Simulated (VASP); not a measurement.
## GaSb (vib): relaxation of cell and atoms with LDA

Crystal: GaSb (vib).

```
CELL_PARAMETERS angstrom
0.00000 3.06860 3.06860
3.06860 0.00000 3.06860
3.06860 3.06860 0.00000
ATOMIC_POSITIONS crystal
Ga 0.00000 0.00000 0.00000
Sb 0.25000 0.25000 0.25000
```

| Item | Value |
| --- | --- |
| Program | VASP 6.6.1 |
| Task | relaxation of cell and atoms |
| Functional | LDA |
| Potentials or basis | VASP PAW LDA potentials, release 64 (Ga_d, Sb) |
| Cutoff | 600 eV |
| k mesh | 10 × 10 × 10 |
| Occupations | gaussian, width 0.1 eV |
| Spin | no spin polarisation |
| Dipole correction | no |
| Further INCAR settings | ALGO = Normal; EDIFF = 1e-06; IBRION = 2; EDIFFG = -0.002; NSW = 100; ISIF = 3 |

| Item | Value |
| --- | --- |
| Relaxed volume | 27.76 Å³/atom |
| Relaxed cell | a = 4.282 Å, b = 4.282 Å, c = 4.282 Å, α = 60.00°, β = 60.00°, γ = 60.00° |
| Space group after relaxing (to 0.05 Å) | F-43m (No. 216) |
| Energy gained by relaxing | 7.4 meV/atom |
| Ionic steps | 3 |
| Pressure after relaxing | 0.0 GPa |
| Band gap on the k mesh | 0.09 eV, direct |

Step by step:
```tsv
step	energy change (eV)	largest force (eV/Å)	pressure (GPa)	volume (Å³)
1	0.0000	0.0000	-2.04	57.79
2	-0.0131	0.0000	0.77	54.77
3	-0.0149	0.0000	-0.01	55.52
```

Final structure:
```yaml
crystal:
  lattice:
    - [0.00000, 3.02790, 3.02790]
    - [3.02790, 0.00000, 3.02790]
    - [3.02790, 3.02790, 0.00000]
  atoms:
    - { symbol: Ga, position: [0.00000, 0.00000, 0.00000] }
    - { symbol: Sb, position: [0.25000, 0.25000, 0.25000] }
```

Levels at points of the mesh, in eV from the valence-band top:
| k point | band 7 | band 8 | band 9 | band 10 | band 11 | band 12 |
| --- | --- | --- | --- | --- | --- | --- |
| (0.00, 0.00, 0.00) | 0.00 | 0.00 | 0.00 | 0.09 | 2.74 | 2.74 |
| (0.50, 0.00, 0.00) | -6.56 | -1.20 | -1.20 | 0.36 | 3.71 | 3.71 |
| (0.50, 0.50, 0.00) | -6.99 | -2.68 | -2.68 | 0.80 | 1.11 | 8.77 |

Run time: 96 s on 1 thread of Intel(R) Xeon(R) Platinum 8175M CPU @ 2.50GHz (Skylake/Cascade Lake), on a shared host, peak memory 0.2 GiB.

Caveat: spin-orbit coupling is left out, which moves the levels of the heavy elements. A k mesh can miss the band edges.
